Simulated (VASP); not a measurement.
Wanted: the native input for a VASP 6.6.1 run.

```yaml
Task: relaxation of cell and atoms
Functional: PBE
Dispersion: D3(BJ)
Potentials_or_basis: VASP PAW PBE potentials, release 64 (B, N)
Cutoff: 600 eV
k_mesh: 12 × 12 × 12
Occupations: gaussian, width 0.01 eV
Spin: no spin polarisation
Dipole_correction: no
Further_INCAR_settings: ALGO = Normal; EDIFF = 1e-06; IBRION = 2; EDIFFG = -0.001; NSW = 80; ISIF = 3
```

The structure of BN lies in POSCAR:

```
BN
1.0
    2.4956024383      0.0019053380     -0.2293024778
   -1.2388457315      2.1664035939      0.2292825266
   -0.9294745340     -0.9096218794      3.3482268293
B N
1 1
Direct
    0.9910417367      0.9914240674     -0.0061484410
    0.6571072633      0.3244599326      0.9929534410
```

One way to write it, as run:

INCAR

```
ALGO = Normal
EDIFF = 1E-6
EDIFFG = -0.001
ENCUT = 600
GGA = PE
IBRION = 2
ISIF = 3
ISMEAR = 0
IVDW = 12
LASPH = True
LCHARG = False
LREAL = False
LWAVE = False
NELM = 100
NSW = 80
PREC = Accurate
SIGMA = 0.01
```

KPOINTS

```
k-points
0
Gamma
  12 12 12
```

Potentials or basis: VASP PAW PBE potentials, release 64 (B, N).

Command:

```console
$ cat potpaw_PBE.64/B/POTCAR potpaw_PBE.64/N/POTCAR > POTCAR
$ mpirun -np 1 vasp_std > vasp.out
```

It gave:

```json
{
  "Relaxed volume": "8.88 Å³/atom",
  "Relaxed cell": "a = 2.506 Å, b = 2.506 Å, c = 3.572 Å, α = 90.03°, β = 110.50°, γ = 120.00°",
  "Space group after relaxing (to 0.05 Å)": "R3m (No. 160)",
  "Energy gained by relaxing": "0.1 meV/atom",
  "Ionic steps": "61",
  "Pressure after relaxing": "0.0 GPa",
  "Band gap on the k mesh": "4.21 eV, indirect (least direct gap 4.69 eV)",
  "Dispersion energy per atom": "-0.144 eV"
}
```

Wall time 12 min on 1 thread of Intel(R) Xeon(R) Platinum 8375C CPU @ 2.90GHz (Ice Lake), on a shared host, peak memory 0.22 GiB.
